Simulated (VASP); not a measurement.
# BN (P1) in VASP: a series of runs

BN is run at these levels: PBE; tasks: single point.

Program: VASP 6.6.1. These are calculated values, not measurements. Logs are shortened: lines on timing, memory, paths and dates and some standing lists are left out, and cuts for length are marked.

## 1. The cell of the first run

The typed cell holds 12 atoms: a = 2.563 Å, b = 2.563 Å, c = 12.606 Å, α = 84.82°, β = 87.41°, γ = 60.00°.

## 2. Single point, PBE (the part above a cut slid along it)

INCAR

```
SYSTEM = BN
  PREC = Accurate
  ENCUT = 600
  EDIFF = 1E-6
  ISMEAR = 0
  SIGMA = 0.05
  LREAL = .False.
  LASPH = .True.
  NELM = 120
  ALGO = Normal
  ISIF = 2
  LWAVE = .False.
  LCHARG = .False.
  GGA = PE
  NBANDS = 36
  GGA_COMPAT = .False.
```

KPOINTS

```
Automatic mesh
0
Gamma
  10 10 2
  0 0 0
```

POSCAR

```
BN
1.0
    1.8120810294     -1.8120810294      0.0000000000
    1.8120810294      0.0000000000     -1.8120810294
    8.0536934640      7.2483241176      6.4429547712
B N
6 6
Direct
    1.0000000000     -0.1759111111      0.3958000000
    0.3333333333      0.2314962963      0.2291333333
    0.6666666667      0.4166814815      0.5624666667
    1.0000000000      0.6018666667      0.8958000000
    0.3333333333      0.0092740741      0.7291333333
    0.6666666667      0.6389037037      0.0624666667
    0.6666666667      0.4722370370      0.4374666667
    1.0000000000      0.8796444444      0.2708000000
    0.3333333333      0.0648296296      0.6041333333
    0.6666666667      0.2500148148      0.9374666667
    0.0000000000     -0.3425777778      0.7708000000
    0.3333333333      0.2870518519      0.1041333333
```

Potentials or basis: VASP PAW PBE potentials, release 64 (B, N).

The run is started by

```console
$ cat potpaw_PBE.64/B/POTCAR potpaw_PBE.64/N/POTCAR > POTCAR
$ mpirun -np 1 vasp_std > vasp.out
```

OUTCAR:

```text
SYSTEM = BN
   PREC = Accurate
   ENCUT = 600
   EDIFF = 1E-6
   ISMEAR = 0
   LREAL = .False.
   LASPH = .True.
   NELM = 120
   ISIF = 2
   GGA = PE

 ion  position               nearest neighbor table
   1  0.000  0.824  0.396-   8 1.57   7 1.57   7 1.57   7 1.57
   2  0.333  0.231  0.229-  12 1.57   8 1.57   8 1.57   8 1.57
   3  0.667  0.417  0.562-   9 1.57   9 1.57   7 1.57   9 1.57
   4  0.000  0.602  0.896-  11 1.57  10 1.57  10 1.57  10 1.57
   5  0.333  0.009  0.729-   9 1.57  11 1.57  11 1.57  11 1.57
   6  0.667  0.639  0.062-  12 1.57  12 1.57  12 1.57  10 1.94
   7  0.667  0.472  0.437-   3 1.57   1 1.57   1 1.57   1 1.57
   8  0.000  0.880  0.271-   1 1.57   2 1.57   2 1.57   2 1.57
   9  0.333  0.065  0.604-   3 1.57   3 1.57   5 1.57   3 1.57
  10  0.667  0.250  0.937-   4 1.57   4 1.57   4 1.57   6 1.94
  11  0.000  0.657  0.771-   4 1.57   5 1.57   5 1.57   5 1.57
  12  0.333  0.287  0.104-   6 1.57   6 1.57   6 1.57   2 1.57

  LATTYP: Found a base centered monoclinic cell.
 ALAT       =     2.5626695679
 B/A-ratio  =     1.7320508076
 C/A-ratio  =     4.9190985825
 COS(beta)  =    -0.0903507903

  Lattice vectors:

 A1 = (  -1.8120810294,   1.8120810294,   0.0000000000)
 A2 = (   0.0000000000,  -1.8120810294,   1.8120810294)
 A3 = (   8.0536934640,   7.2483241176,   6.4429547712)

Analysis of symmetry for initial positions (statically):
=====================================================================
 Subroutine PRICEL returns:
 Original cell was already a primitive cell.

 Routine SETGRP: Setting up the symmetry group for a
 base centered monoclinic supercell.

 Subroutine GETGRP returns: Found  1 space group operations
 (whereof  1 operations were pure point group operations)
 out of a pool of  4 trial point group operations.

The static configuration has the point symmetry C_1 .

Analysis of symmetry for dynamics (positions and initial velocities):
=====================================================================
 Subroutine PRICEL returns:
 Original cell was already a primitive cell.

 Routine SETGRP: Setting up the symmetry group for a
 base centered monoclinic supercell.

 Subroutine GETGRP returns: Found  1 space group operations
 (whereof  1 operations were pure point group operations)
 out of a pool of  4 trial point group operations.

The dynamic configuration has the point symmetry C_1 .

 Subroutine INISYM returns: Found  1 space group operations
 (whereof  1 operations are pure point group operations),
 and found     1 'primitive' translations

----------------------------------------------------------------------------------------

                                     Primitive cell

  volume of cell :      71.4026

  direct lattice vectors                    reciprocal lattice vectors
     1.812081029 -1.812081029  0.000000000     0.183950567 -0.367901135  0.183950567
     1.812081029  0.000000000 -1.812081029     0.163511615  0.163511615 -0.388340087
     8.053693464  7.248324118  6.442954771     0.045987642  0.045987642  0.045987642

  length of vectors
     2.562669568  2.562669568 12.606024239     0.450585028  0.451973583  0.079652932

  position of ions in fractional coordinates (direct lattice)
     1.000000000  0.824088889  0.395800000
     0.333333333  0.231496296  0.229133333
     0.666666667  0.416681481  0.562466667
     1.000000000  0.601866667  0.895800000
     0.333333333  0.009274074  0.729133333
     0.666666667  0.638903704  0.062466667
     0.666666667  0.472237037  0.437466667
     1.000000000  0.879644444  0.270800000
     0.333333333  0.064829630  0.604133333
     0.666666667  0.250014815  0.937466667
     1.000000000  0.657422222  0.770800000
     0.333333333  0.287051852  0.104133333

  ion indices of the primitive-cell ions
   primitive index   ion index
                 1           1
                 2           2
                 3           3
                 4           4
                 5           5
                 6           6
                 7           7
                 8           8
                 9           9
                10          10
                11          11
                12          12

----------------------------------------------------------------------------------------

 KPOINTS: Automatic mesh

Automatic generation of k-mesh.
 Grid dimensions read from file:
 generate k-points for:   10   10    2

 Generating k-lattice:

  Cartesian coordinates                     Fractional coordinates (reciprocal lattice)
     0.018395057 -0.036790113  0.018395057     0.100000000  0.000000000 -0.000000000
     0.016351162  0.016351162 -0.038834009     0.000000000  0.100000000  0.000000000
     0.022993821  0.022993821  0.022993821     0.000000000  0.000000000  0.500000000

  Length of vectors
     0.045058503  0.045197358  0.039826466

  Shift w.r.t. Gamma in fractional coordinates (k-lattice)
     0.000000000  0.000000000  0.000000000

 Subroutine IBZKPT returns following result:
 ===========================================

 Found    104 irreducible k-points:

 Following reciprocal coordinates:
            Coordinates               Weight
  0.000000  0.000000  0.000000      1.000000
  0.100000  0.000000  0.000000      2.000000
  0.200000  0.000000  0.000000      2.000000
  0.300000  0.000000 -0.000000      2.000000
  0.400000  0.000000 -0.000000      2.000000
  0.500000  0.000000  0.000000      1.000000
[... 16 lines left out ...]
  0.200000 -0.200000  0.000000      2.000000
  0.500000  0.200000 -0.000000      2.000000
 [... further k-points ...]
   k-points           NKPTS =    104   k-points in BZ     NKDIM =    104   number of bands    NBANDS=     36
   number of dos      NEDOS =    301   number of ions     NIONS =     12
   total plane-waves  NPLWV =  43200
   dimension x,y,z NGX =    20 NGY =   20 NGZ =  108
   dimension x,y,z NGXF=    40 NGYF=   40 NGZF=  216
   ions per type =               6   6
   NGX,Y,Z   is equivalent  to a cutoff of  12.97, 12.97, 14.24 a.u.
   NGXF,Y,Z  is equivalent  to a cutoff of  25.95, 25.95, 28.49 a.u.
 SYSTEM =  BN
   PREC   = accura    normal or accurate (medium, high low for compatibility)
   ISTART =      0    job   : 0-new  1-cont  2-samecut
   ICHARG =      2    charge: 1-file 2-atom 10-const
   ISPIN  =      1    spin polarized calculation?
   LNONCOLLINEAR =      F non collinear calculations
   LSORBIT =      F    spin-orbit coupling
   LASPH  =      T    aspherical Exc in radial PAW
   ENCUT  =  600.0 eV  44.10 Ry    6.64 a.u.   5.12  5.12 25.18*2*pi/ulx,y,z
   NELM   =    120;   NELMIN=  2; NELMDL= -5     # of ELM steps
   EDIFF  = 0.1E-05   stopping-criterion for ELM
   LREAL  =      F    real-space projection
   EDIFFG = 0.1E-04   stopping-criterion for IOM
   NSW    =      0    number of steps for IOM
   IBRION =     -1    ionic relax: 0-MD 1-quasi-New 2-CG
   NFREE  =      0    steps in history (QN), initial steepest desc. (CG)
   ISIF   =      2    stress and relaxation
   ISYM   =      2    0-nonsym 1-usesym 2-fastsym
   POTIM  = 0.5000    time-step for ionic-motion
   TEBEG  =    0.0;   TEEND  =   0.0 temperature during run
   PSTRESS=    0.0 pullay stress
   NELECT =      48.0000    total number of electrons
   NUPDOWN=      -1.0000    fix difference up-down
   EMIN   =  10.00;   EMAX   =-10.00  energy-range for DOS
   EFERMI =   0.00;   METHOD = LEGACY
   ISMEAR =     0;   SIGMA  =   0.05  broadening in eV -4-tet -1-fermi 0-gaus
   EFERMI_NEDOS =   21; number of points for ismear=-14 and -15
   IALGO  =     38    algorithm
   IMIX   =      4    mixing-type and parameters
     AMIX     =   0.40;   BMIX     =  1.00
     AMIX_MAG =   1.60;   BMIX_MAG =  1.00
  volume/ion in A,a.u.               =       5.95        40.15
  Fermi-wavevector in a.u.,A,eV,Ry     =   1.434115  2.710084 27.982897  2.056685
  Thomas-Fermi vector in A             =   2.553559
   LORBIT       =      0    0 simple, 1 ext, 2 COOP (PROOUT), +10 PAW based schemes
   GGA     = PE    functional components
   LHFCALC =     F    Hartree Fock is set to
   AEXX    =    0.0000 exact exchange contribution
   IVDW    =     0    specifies the selected vdW correction
   LEPSILON=     F    determine dielectric tensor
   LRPA    =     F    only Hartree local field effects (RPA)
 non-spin polarized calculation
 Gauss-broadening in eV      SIGMA  =   0.05
  energy-cutoff  :      600.00
  volume of cell :       71.40
 maximum number of plane-waves:      2404
   NGX = 11   NGY = 11   NGZ = 51

 number of electron      47.9999996 magnetization

 Free energy of the ion-electron system (eV)
  ---------------------------------------------------
  ext. energy  EPLUGINS =         0.00000000
  ---------------------------------------------------
  free energy    TOTEN  =      -102.04689670 eV

  energy without entropy =     -102.04689670  energy(sigma->0) =     -102.04689670

 E-fermi :   8.1528     XC(G=0): -12.8176

 val. band max:        7.9128959733   @ k =   0.0000   0.0000   0.0000
 cond. band min:      10.4172727906   @ k =   0.0000   0.5000  -0.0000
 fundamental gap:      2.5043768172
 Fermi energy:         8.1527607576

 k-point     1 :       0.0000    0.0000    0.0000
  band No.  band energies     occupation
      1     -12.9060      2.00000
      2     -12.2009      2.00000
      3     -11.9999      2.00000
      4     -10.3491      2.00000
      5     -10.1508      2.00000
      6      -8.5180      2.00000
[... 28 lines left out ...]
     35      17.3769      0.00000
     36      17.4528      0.00000
[... 866 lines left out ...]
      6      -6.7654      2.00000
[... 28 lines left out ...]
     35      19.6633      0.00000
     36      20.1256      0.00000

 [... further k-points ...]

------------------------ aborting loop because EDIFF is reached ----------------------------------------

  FORCE on cell =-STRESS in cart. coord.  units (eV):
  Direction    XX          YY          ZZ          XY          YZ          ZX
  --------------------------------------------------------------------------------------
  -------------------------------------------------------------------------------------
  Total       -4.2990942      5.6801514      0.1370856      1.3849376      4.3947263      2.5678372
  in kB      -96.4658188    127.4548627      3.0760140     31.0761140     98.6116739     57.6187704
  external PRESSURE =      11.3550193 kB  Pullay stress =       0.0000000 kB

 VOLUME and BASIS-vectors are now :
 -----------------------------------------------------------------------------
  energy-cutoff  :      600.00
  volume of cell :       71.40
      direct lattice vectors                 reciprocal lattice vectors
     1.812081029 -1.812081029  0.000000000     0.183950567 -0.367901135  0.183950567
     1.812081029  0.000000000 -1.812081029     0.163511615  0.163511615 -0.388340087
     8.053693464  7.248324118  6.442954771     0.045987642  0.045987642  0.045987642

 POSITION                                       TOTAL-FORCE (eV/Angst)
 -----------------------------------------------------------------------------------
      4.68097      2.86889      1.05681         0.089611      0.104496      0.101544
      2.86889      1.05681      1.05681         0.067585      0.482882      0.171680
      6.49305      2.86889      2.86889         0.093577      0.095572      0.096343
      8.30513      6.49305      4.68097         0.148269     -0.691237      0.194609
      6.49305      4.68097      4.68097         0.076316      0.084993      0.100715
      2.86889     -0.75528     -0.75528        -0.257705      0.401235      1.625544
      5.58701      1.96285      1.96285        -0.098518     -0.093085     -0.097978
      3.77493      1.96285      0.15077        -0.108708     -0.084591     -0.083028
      5.58701      3.77493      3.77493        -0.090984     -0.098960     -0.107099
      9.21117      5.58701      5.58701         0.158861     -1.613601     -1.912087
      7.39909      5.58701      3.77493        -0.106695     -0.210050     -0.298471
      1.96285      0.15077      0.15077         0.028391      1.622347      0.208229
 -----------------------------------------------------------------------------------
    total drift:                               -0.000276     -0.000135     -0.000105

  FREE ENERGIE OF THE ION-ELECTRON SYSTEM (eV)
  ---------------------------------------------------
  free  energy   TOTEN  =      -102.0468967039 eV

  energy  without entropy=     -102.0468967039  energy(sigma->0) =     -102.04689670
```

Run time: 6 min. Hardware: 1 thread of Oxide Virtual Turin-like, shared host; peak memory 0.31 GiB.

What came out:

* Free energy: -102.0469 eV
* Pressure: 1.1 GPa
* Largest force: 2.507 eV/Å
* Band gap on the k mesh: 2.50 eV (least direct gap 3.54 eV)

Forces on the atoms (eV/Å):
```
B    0.090  0.104  0.102
B    0.068  0.483  0.172
B    0.094  0.096  0.096
B    0.148 -0.691  0.195
B    0.076  0.085  0.101
B   -0.258  0.401  1.626
N   -0.099 -0.093 -0.098
N   -0.109 -0.085 -0.083
N   -0.091 -0.099 -0.107
N    0.159 -1.614 -1.912
N   -0.107 -0.210 -0.298
N    0.028  1.622  0.208
```

Caveat: the cell differs from its parent crystal (the part above a cut slid along it); the stress differs along the axes, from -10 to 13 GPa; forces of over 1 eV/Å act on the atoms, so gaps and moduli don't describe the material at rest.

(Continued in part 2 of 2.)
